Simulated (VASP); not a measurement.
Write the native input for VASP 6.6.1 that does the following.

* Task: single point
* Functional: PBE
* Potentials or basis: VASP PAW PBE potentials, release 64 (Rb_sv)
* Cutoff: 520 eV
* k mesh: 12 × 12 × 12
* Occupations: gaussian, width 0.15 eV
* Spin: no spin polarisation
* Dipole correction: no
* Further INCAR settings: ALGO = Fast; EDIFF = 1e-06; NBANDS = 10

The structure of Rb lies in POSCAR:

```
Rb
1.0
   -2.8901800000      2.8901800000      2.8060000000
    2.8901800000     -2.8901800000      2.8060000000
    2.8901800000      2.8901800000     -2.8060000000
Rb
1
Direct
    0.0000000000      0.0000000000      0.0000000000
```

This cell differs from its parent crystal: strain +0.030 along x and y, +0.000 along z.

These files were run (other wordings do the same):

INCAR

```
SYSTEM = Rb
PREC = Accurate
ENCUT = 520
EDIFF = 1E-6
ISMEAR = 0
SIGMA = 0.15
LREAL = .False.
LASPH = .True.
NELM = 80
ALGO = Fast
ISIF = 2
LWAVE = .False.
LCHARG = .False.
GGA = PE
NBANDS = 10
```

KPOINTS

```
Automatic mesh
0
Gamma
  12 12 12
  0 0 0
```

Potentials or basis: VASP PAW PBE potentials, release 64 (Rb_sv).

Command:

```bash
$ cat potpaw_PBE.64/Rb_sv/POTCAR > POTCAR
$ mpirun -np 1 vasp_std > vasp.out
```

It gave:

The pressure is -0.1 GPa.

Caveat: the cell differs from its parent crystal (strain +0.030 along x and y, +0.000 along z).

It took 86 s on 1 thread of Intel(R) Xeon(R) 6975P-C (Granite Rapids) (shared host), peak memory 0.32 GiB.
